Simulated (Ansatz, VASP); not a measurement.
## Ge: VASP beside Ansatz

```
CELL_PARAMETERS angstrom
4.73370 2.73300 2.12193
-4.73370 2.73300 2.12193
0.00000 -5.46601 2.12193
ATOMIC_POSITIONS crystal
Ge 0.71604 0.71604 0.71604
Ge 0.28396 0.28396 0.28396
Ge 0.02894 0.72536 0.53229
Ge 0.53229 0.02894 0.72536
Ge 0.72536 0.53229 0.02894
Ge 0.97106 0.27464 0.46771
Ge 0.46771 0.97106 0.27464
Ge 0.27464 0.46771 0.97106
```

Alike in both runs: task single point; functional LDA; k mesh 9 × 9 × 9; occupations gaussian, width 0.15 eV; no spin polarisation.

|  | VASP | Ansatz |
| --- | --- | --- |
| version | VASP 6.6.1 | Ansatz 0.2.0 |
| potentials or method | VASP PAW LDA potentials, release 64 (Ge_d), cutoff 520 eV | scalar-relativistic, plane waves, PAW |
| valence electrons in the cell | 112 | 112 |

|  | VASP | Ansatz | Ansatz less VASP |
| --- | --- | --- | --- |
| gap on the k mesh at the Fermi level (eV) | none | none | - |
| pressure (GPa) | -0.7 | -0.7 | -0.05 |
| traceless stress, the component that is largest in VASP (GPa) | -9.87 | -9.78 | +0.085 |
| rms of the force components (eV/Å) | 0.422 | 0.417 | -0.0053 |

Ansatz warns that its potentials were made for another functional, while VASP's fit it. LDA's correlation is that of Perdew and Zunger in VASP and of Perdew and Wang (1992) in Ansatz. Atom by atom the forces differ by 0.007 eV/Å (rms over components). A gap of «none» marks a metal or a gap that the smearing closes.
